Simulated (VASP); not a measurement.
A run of VASP 6.6.1 is set up as follows.

File INCAR:

```
SYSTEM = CsI
ALGO = Normal
EDIFF = 1E-6
ENCUT = 500
GGA = PE
GGA_COMPAT = .FALSE.
ISIF = 2
ISMEAR = 0
LASPH = .TRUE.
LCHARG = .FALSE.
LREAL = .FALSE.
LWAVE = .FALSE.
NBANDS = 15
NELM = 120
PREC = Accurate
SIGMA = 0.01
```

File KPOINTS:

```
k-points
0
G
  4 4 4
  0 0 0
```

File POSCAR:

```
CsI
1.0
    4.6080834137      0.0000000000      0.0000000000
    0.0000000000      4.6080834137      0.0000000000
    0.0000000000      0.0000000000      4.6080834137
Cs I
1 1
Direct
    0.0000000000      0.0000000000      0.0000000000
    0.5000000000      0.5000000000      0.5000000000
```

Potentials or basis: VASP PAW PBE potentials, release 64 (Cs_sv, I).

Launch:

```sh
$ cat potpaw_PBE.64/Cs_sv/POTCAR potpaw_PBE.64/I/POTCAR > POTCAR
$ mpirun -np 1 vasp_std > vasp.out
```

(1) Estimate the pressure.

(2) What does it give for the band gap on the k mesh?

## Answers

(1) 0.5 GPa.

(2) 3.79 eV (least direct gap 3.88 eV).

Caveat: spin-orbit coupling is left out, which moves the levels of the heavy elements.
